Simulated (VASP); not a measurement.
MgS: single point with PBEsol

The system is MgS.

```
Mg S
1.0
     2.59096    2.59096    0.00000
    -2.59096    2.59096    0.00000
     0.00000    2.59096    2.59096
Mg S
1 1
Direct
  0.00000 0.00000 0.00000
  0.50000 0.50000 0.00000
```

* Program: VASP 6.6.1
* Task: single point
* Functional: PBEsol
* Potentials or basis: VASP PAW PBE potentials, release 64 (Mg, S)
* Cutoff: 520 eV
* k mesh: 8 × 8 × 8
* Occupations: gaussian, width 0.01 eV
* Spin: no spin polarisation

```
Pressure               : -0.2 GPa
Band gap on the k mesh : 2.73 eV, indirect (least direct gap 3.69 eV)
```

Levels at points of the mesh, in eV from the valence-band top:
```
           k point  band 1  band 2  band 3  band 4  band 5  band 6  band 7  band 8  band 9
(0.00, 0.00, 0.00)  -12.75    0.00    0.00    0.00    3.69    7.85    7.85    7.85   10.32
(0.50, 0.00, 0.00)  -11.40   -4.96   -0.61   -0.61    4.42    6.84    6.84   10.20   12.04
(0.50, 0.50, 0.00)  -11.01   -4.33   -1.74   -1.74    2.73    4.21   11.99   12.86   13.39
```

It took 7.5 s on 1 thread of Intel(R) Xeon(R) 6975P-C (Granite Rapids), with other jobs on the host, peak memory 0.15 GiB.

Caveat: the PAW data sets were made with another functional, which shifts forces and pressure a little. A k mesh can miss the band edges.
